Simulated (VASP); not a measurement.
# CdS in VASP: a series of runs

CdS is run at these levels: PBE; tasks: single point.

All numbers are computed with VASP 6.6.1; they aren't measurements. Logs are shortened: lines on timing, memory, paths and dates and some standing lists are left out, and cuts for length are marked.

## Step 1: The cell of the first run

It takes space group I-4m2 (No. 119, tetragonal). The conventional cell has a = 4.157 Å, b = 4.157 Å, c = 5.950 Å, α = 90.00°, β = 90.00°, γ = 90.00°. Within 3.4 Å of Cd (site symmetry -4m2) lie 4 S at 2.56 Å. Within 3.4 Å of S (site symmetry -4m2) lie 4 Cd at 2.56 Å.

## Step 2: Single point, PBE (uniaxial z strain +1.2%)

File INCAR:

```
SYSTEM = CdS
  PREC = Accurate
  ENCUT = 520
  EDIFF = 1E-7
  ISMEAR = -1
  SIGMA = 0.02
  LREAL = .False.
  LASPH = .True.
  NELM = 80
  ALGO = Normal
  ISIF = 2
  LWAVE = .False.
  LCHARG = .False.
  GGA = PE
  NBANDS = 16
```

File KPOINTS:

```
regular mesh
0
Gamma
  8 8 8
  0 0 0
```

File POSCAR:

```
CdS
1.0
    0.0000000000      2.9392148400      2.9750732610
    2.9392148400      0.0000000000      2.9750732610
    2.9392148400      2.9392148400      0.0000000000
Cd S
1 1
Direct
    0.0000000000      0.0000000000      0.0000000000
    0.2500000000      0.2500000000      0.2500000000
```

Potentials or basis: VASP PAW PBE potentials, release 64 (Cd, S).

Launch:

```sh
$ cat potpaw_PBE.64/Cd/POTCAR potpaw_PBE.64/S/POTCAR > POTCAR
$ mpirun -np 1 vasp_std > vasp.out
```

OUTCAR:

```text
SYSTEM = CdS
   PREC = Accurate
   ENCUT = 520
   EDIFF = 1E-7
   ISMEAR = -1
   LREAL = .False.
   LASPH = .True.
   NELM = 80
   ISIF = 2
   GGA = PE

 ion  position               nearest neighbor table
   1  0.000  0.000  0.000-   2 2.56   2 2.56   2 2.56   2 2.56
   2  0.250  0.250  0.250-   1 2.56   1 2.56   1 2.56   1 2.56

  LATTYP: Found a body centered tetragonal cell.
 ALAT       =     4.1566774895
 C/A-ratio  =     1.4314669678

  Lattice vectors:

 A1 = (  -2.9392148400,   0.0000000000,   2.9750732610)
 A2 = (   2.9392148400,   0.0000000000,   2.9750732610)
 A3 = (   0.0000000000,   2.9392148400,  -2.9750732610)

Analysis of symmetry for initial positions (statically):
=====================================================================
 Subroutine PRICEL returns:
 Original cell was already a primitive cell.

 Routine SETGRP: Setting up the symmetry group for a
 body centered tetragonal supercell.

 Subroutine GETGRP returns: Found  8 space group operations
 (whereof  8 operations were pure point group operations)
 out of a pool of 16 trial point group operations.

The static configuration has the point symmetry D_2d.

Analysis of symmetry for dynamics (positions and initial velocities):
=====================================================================
 Subroutine PRICEL returns:
 Original cell was already a primitive cell.

 Routine SETGRP: Setting up the symmetry group for a
 body centered tetragonal supercell.

 Subroutine GETGRP returns: Found  8 space group operations
 (whereof  8 operations were pure point group operations)
 out of a pool of 16 trial point group operations.

The dynamic configuration has the point symmetry D_2d.

 Subroutine INISYM returns: Found  8 space group operations
 (whereof  8 operations are pure point group operations),
 and found     1 'primitive' translations

----------------------------------------------------------------------------------------

                                     Primitive cell

  volume of cell :      51.4032

  direct lattice vectors                    reciprocal lattice vectors
     0.000000000  2.939214840  2.975073261    -0.170113458  0.170113458  0.168063088
     2.939214840  0.000000000  2.975073261     0.170113458 -0.170113458  0.168063088
     2.939214840  2.939214840  0.000000000     0.170113458  0.170113458 -0.168063088

  length of vectors
     4.182110088  4.182110088  4.156677489     0.293466146  0.293466146  0.293466146

  position of ions in fractional coordinates (direct lattice)
     0.000000000  0.000000000  0.000000000
     0.250000000  0.250000000  0.250000000

  ion indices of the primitive-cell ions
   primitive index   ion index
                 1           1
                 2           2

----------------------------------------------------------------------------------------

 KPOINTS: regular mesh

Automatic generation of k-mesh.
 Grid dimensions read from file:
 generate k-points for:    8    8    8

 Generating k-lattice:

  Cartesian coordinates                     Fractional coordinates (reciprocal lattice)
    -0.021264182  0.021264182  0.021007886     0.125000000  0.000000000  0.000000000
     0.021264182 -0.021264182  0.021007886     0.000000000  0.125000000  0.000000000
     0.021264182  0.021264182 -0.021007886     0.000000000  0.000000000  0.125000000

  Length of vectors
     0.036683268  0.036683268  0.036683268

  Shift w.r.t. Gamma in fractional coordinates (k-lattice)
     0.000000000  0.000000000  0.000000000

 Subroutine IBZKPT returns following result:
 ===========================================

 Found     59 irreducible k-points:

 Following reciprocal coordinates:
            Coordinates               Weight
  0.000000  0.000000  0.000000      1.000000
  0.125000 -0.000000  0.000000      8.000000
  0.250000 -0.000000  0.000000      8.000000
  0.375000  0.000000  0.000000      8.000000
  0.500000 -0.000000  0.000000      4.000000
  0.125000  0.125000  0.000000      2.000000
[... 16 lines left out ...]
  0.250000 -0.000000  0.125000     16.000000
  0.375000  0.000000  0.125000     16.000000
 [... further k-points ...]
   k-points           NKPTS =     59   k-points in BZ     NKDIM =     59   number of bands    NBANDS=     16
   number of dos      NEDOS =    301   number of ions     NIONS =      2
   total plane-waves  NPLWV =  32768
   dimension x,y,z NGX =    32 NGY =   32 NGZ =   32
   dimension x,y,z NGXF=    64 NGYF=   64 NGZF=   64
   ions per type =               1   1
   NGX,Y,Z   is equivalent  to a cutoff of  12.72, 12.72, 12.80 a.u.
   NGXF,Y,Z  is equivalent  to a cutoff of  25.44, 25.44, 25.60 a.u.
 SYSTEM =  CdS
   PREC   = accura    normal or accurate (medium, high low for compatibility)
   ISTART =      0    job   : 0-new  1-cont  2-samecut
   ICHARG =      2    charge: 1-file 2-atom 10-const
   ISPIN  =      1    spin polarized calculation?
   LNONCOLLINEAR =      F non collinear calculations
   LSORBIT =      F    spin-orbit coupling
   LASPH  =      T    aspherical Exc in radial PAW
   ENCUT  =  520.0 eV  38.22 Ry    6.18 a.u.   7.78  7.78  7.73*2*pi/ulx,y,z
   NELM   =     80;   NELMIN=  2; NELMDL= -5     # of ELM steps
   EDIFF  = 0.1E-06   stopping-criterion for ELM
   LREAL  =      F    real-space projection
   EDIFFG = 0.1E-05   stopping-criterion for IOM
   NSW    =      0    number of steps for IOM
   IBRION =     -1    ionic relax: 0-MD 1-quasi-New 2-CG
   NFREE  =      0    steps in history (QN), initial steepest desc. (CG)
   ISIF   =      2    stress and relaxation
   ISYM   =      2    0-nonsym 1-usesym 2-fastsym
   POTIM  = 0.5000    time-step for ionic-motion
   TEBEG  =    0.0;   TEEND  =   0.0 temperature during run
   PSTRESS=    0.0 pullay stress
   NELECT =      18.0000    total number of electrons
   NUPDOWN=      -1.0000    fix difference up-down
   EMIN   =  10.00;   EMAX   =-10.00  energy-range for DOS
   EFERMI =   0.00;   METHOD = LEGACY
   ISMEAR =    -1;   SIGMA  =   0.02  broadening in eV -4-tet -1-fermi 0-gaus
   EFERMI_NEDOS =   21; number of points for ismear=-14 and -15
   IALGO  =     38    algorithm
   IMIX   =      4    mixing-type and parameters
     AMIX     =   0.40;   BMIX     =  1.00
     AMIX_MAG =   1.60;   BMIX_MAG =  1.00
  volume/ion in A,a.u.               =      25.70       173.44
  Fermi-wavevector in a.u.,A,eV,Ry     =   1.153902  2.180558 18.116016  1.331490
  Thomas-Fermi vector in A             =   2.290542
   LORBIT       =      0    0 simple, 1 ext, 2 COOP (PROOUT), +10 PAW based schemes
   GGA     = PE    functional components
[... 5 lines left out ...]
 non-spin polarized calculation
  energy-cutoff  :      520.00
  volume of cell :       51.40
 maximum number of plane-waves:      1399
   NGX = 15   NGY = 15   NGZ = 15

 number of electron      18.0000003 magnetization

 Free energy of the ion-electron system (eV)
  ---------------------------------------------------
  ext. energy  EPLUGINS =         0.00000000
  ---------------------------------------------------
  free energy    TOTEN  =        -6.14425341 eV

  energy without entropy =       -6.14425341  energy(sigma->0) =       -6.14425341

 E-fermi :   1.4383     XC(G=0):  -8.9850

 val. band max:        1.0293174189   @ k =   0.0000   0.0000   0.0000
 cond. band min:       2.0883455163   @ k =   0.0000   0.0000   0.0000
 fundamental gap:      1.0590280975
 Fermi energy:         1.4382848876

 k-point     1 :       0.0000    0.0000    0.0000
  band No.  band energies     occupation
      1     -11.1410      2.00000
      2      -6.5939      2.00000
      3      -6.5867      2.00000
      4      -6.5867      2.00000
      5      -6.1584      2.00000
      6      -6.1544      2.00000
[... 8 lines left out ...]
     15      12.3721      0.00000
     16      12.5246      0.00000

 k-point     2 :       0.1250   -0.0000    0.0000
  band No.  band energies     occupation
      1     -11.0836      2.00000
      2      -6.5714      2.00000
      3      -6.5662      2.00000
      4      -6.5366      2.00000
      5      -6.1588      2.00000
      6      -6.1558      2.00000
[... 8 lines left out ...]
     15      11.9220      0.00000
     16      12.8744      0.00000

 k-point     3 :       0.2500   -0.0000    0.0000
  band No.  band energies     occupation
      1     -10.9443      2.00000
      2      -6.5272      2.00000
      3      -6.5215      2.00000
      4      -6.3541      2.00000
      5      -6.1523      2.00000
      6      -6.1522      2.00000
[... 8 lines left out ...]
     15      11.6528      0.00000
     16      12.2708      0.00000

 k-point     4 :       0.3750    0.0000    0.0000
  band No.  band energies     occupation
      1     -10.8052      2.00000
      2      -6.4936      2.00000
      3      -6.4867      2.00000
      4      -6.1360      2.00000
      5      -6.1331      2.00000
      6      -6.0300      2.00000
[... 8 lines left out ...]
     15      12.4449      0.00000
     16      12.4715      0.00000

 k-point     5 :       0.5000   -0.0000    0.0000
  band No.  band energies     occupation
      1     -10.7480      2.00000
      2      -6.4834      2.00000
      3      -6.4759      2.00000
      4      -6.1248      2.00000
      5      -6.1200      2.00000
      6      -5.8069      2.00000
[... 8 lines left out ...]
     15      13.4536      0.00000
     16      13.5185      0.00000

 k-point     6 :       0.1250    0.1250    0.0000
  band No.  band energies     occupation
      1     -11.0655      2.00000
      2      -6.5498      2.00000
      3      -6.5466      2.00000
      4      -6.5466      2.00000
      5      -6.1730      2.00000
      6      -6.1435      2.00000
[... 8 lines left out ...]
     15      12.6246      0.00000
     16      13.4217      0.00000
[... 267 lines left out ...]
 k-point    21 :       0.5000    0.5000    0.0000
  band No.  band energies     occupation
      1     -10.6304      2.00000
      2      -6.3821      2.00000
      3      -6.2735      2.00000
      4      -6.2735      2.00000
      5      -6.0796      2.00000
      6      -5.7605      2.00000
[... 8 lines left out ...]
     15      13.4004      0.00000
     16      14.4447      0.00000

 k-point    22 :       0.1250    0.0000    0.1250
  band No.  band energies     occupation
      1     -11.0641      2.00000
      2      -6.5536      2.00000
      3      -6.5465      2.00000
      4      -6.5434      2.00000
      5      -6.1694      2.00000
      6      -6.1457      2.00000
[... 8 lines left out ...]
     15      12.5017      0.00000
     16      13.4750      0.00000

 k-point    23 :       0.2500   -0.0000    0.1250
  band No.  band energies     occupation
      1     -10.9522      2.00000
      2      -6.5206      2.00000
      3      -6.5021      2.00000
      4      -6.4136      2.00000
      5      -6.1709      2.00000
      6      -6.1340      2.00000
[... 8 lines left out ...]
     15      12.4009      0.00000
     16      13.6129      0.00000

 k-point    24 :       0.3750    0.0000    0.1250
  band No.  band energies     occupation
      1     -10.8137      2.00000
      2      -6.4854      2.00000
      3      -6.4625      2.00000
      4      -6.2211      2.00000
      5      -6.1204      2.00000
      6      -6.0646      2.00000
[... 8 lines left out ...]
     15      12.9209      0.00000
     16      13.1155      0.00000

 [... further k-points ...]
[... 5 lines left out ...]
  --------------------------------------------------------------------------------------
  -------------------------------------------------------------------------------------
  Total        0.3406906      0.3406906      0.2663205      0.0000000      0.0000000      0.0000000
  in kB       10.6189221     10.6189221      8.3008923      0.0000000      0.0000000      0.0000000
  external PRESSURE =       9.8462455 kB  Pullay stress =       0.0000000 kB

 VOLUME and BASIS-vectors are now :
 -----------------------------------------------------------------------------
  energy-cutoff  :      520.00
  volume of cell :       51.40
      direct lattice vectors                 reciprocal lattice vectors
     0.000000000  2.939214840  2.975073261    -0.170113458  0.170113458  0.168063088
     2.939214840  0.000000000  2.975073261     0.170113458 -0.170113458  0.168063088
     2.939214840  2.939214840  0.000000000     0.170113458  0.170113458 -0.168063088

 POSITION                                       TOTAL-FORCE (eV/Angst)
 -----------------------------------------------------------------------------------
      0.00000      0.00000      0.00000        -0.000000     -0.000000      0.000000
      1.46961      1.46961      1.48754         0.000000      0.000000     -0.000000
 -----------------------------------------------------------------------------------
    total drift:                               -0.000000     -0.000000     -0.000000

  FREE ENERGIE OF THE ION-ELECTRON SYSTEM (eV)
  ---------------------------------------------------
  free  energy   TOTEN  =        -6.1442534136 eV

  energy  without entropy=       -6.1442534136  energy(sigma->0) =       -6.14425341
```

It took 19 s on 1 thread of AMD EPYC 9R45 (Zen 5), shared host; peak memory 0.17 GiB.

Results:

```
Free energy            : -6.1443 eV
Pressure               : 1.0 GPa
Band gap on the k mesh : 1.06 eV, direct
```

Stress tensor (GPa, compression positive):
```
1.06 0.00 0.00
0.00 1.06 0.00
0.00 0.00 0.83
```

Levels at points of the mesh, in eV from the valence-band top:
```tsv
k point	band 6	band 7	band 8	band 9	band 10	band 11	band 12	band 13
(0.00, 0.00, 0.00)	-7.18	-0.04	0.00	0.00	1.06	6.54	6.54	6.54
(0.50, 0.00, 0.00)	-6.84	-4.20	-0.74	-0.69	2.95	6.95	7.04	7.36
(0.50, 0.50, 0.00)	-6.79	-3.86	-1.74	-1.74	3.63	4.36	9.00	10.58
(0.50, 0.00, 0.50)	-6.77	-3.79	-1.80	-1.78	3.59	4.26	9.11	10.48
```

Caveat: the cell differs from its parent crystal (uniaxial z strain +1.2%).

## Step 3: Single point, PBE (epitaxial 111 strain -2.3%)

File INCAR:

```
PREC = Accurate ; ENCUT = 520
EDIFF = 1E-7 ; ISMEAR = -1
SIGMA = 0.02 ; LREAL = False
LASPH = True ; NELM = 100
ALGO = Normal ; ISIF = 2
LWAVE = False ; LCHARG = False
GGA = PE ; NBANDS = 16
```

File KPOINTS:

```
regular mesh
0
Gamma
  8 8 8
```

File POSCAR:

```
CdS
1.0
    0.0853734102      2.9575741518      2.9575741518
    2.9575741518      0.0853734102      2.9575741518
    2.9575741518      2.9575741518      0.0853734102
Cd S
1 1
Direct
    0.0032349636      0.0032349636      0.0032349636
    0.2467650364      0.2467650364      0.2467650364
```

Potentials or basis: VASP PAW PBE potentials, release 64 (Cd, S).

Launch:

```sh
$ cat potpaw_PBE.64/Cd/POTCAR potpaw_PBE.64/S/POTCAR > POTCAR
$ mpirun -np 1 vasp_std > vasp.out
```

Wall time 21 s (1 thread of AMD EPYC 9R45 (Zen 5), shared host); peak memory 0.18 GiB.

It converged, with:

| Property | Result |
| --- | --- |
| Free energy | -6.1093 eV |
| Pressure | 3.3 GPa |
| Largest force | 0.007 eV/Å |
| Band gap on the k mesh | 1.07 eV, direct |

Forces on the atoms (eV/Å):
```
Cd   0.004  0.004  0.004
S   -0.004 -0.004 -0.004
```

Stress tensor (GPa, compression positive):
```
 3.27 -0.74 -0.74
-0.74  3.27 -0.74
-0.74 -0.74  3.27
```

Levels at points of the mesh, in eV from the valence-band top:
```csv
k point,band 5,band 6,band 7,band 8,band 9,band 10,band 11,band 12,band 13,band 14
"(0.00, 0.00, 0.00)",-7.32,-7.32,-0.19,0.00,0.00,1.07,6.18,6.68,6.68,11.39
"(0.50, 0.00, 0.00)",-7.26,-6.91,-4.42,-0.95,-0.74,2.86,6.85,6.88,7.48,11.01
"(0.50, 0.50, 0.00)",-7.23,-6.87,-4.01,-2.06,-1.82,3.41,4.36,9.11,10.72,10.78
"(0.50, 0.50, 0.50)",-7.28,-7.00,-4.60,-0.71,-0.71,3.24,7.21,7.21,7.23,11.19
```

Caveat: the cell differs from its parent crystal (epitaxial 111 strain -2.3%).
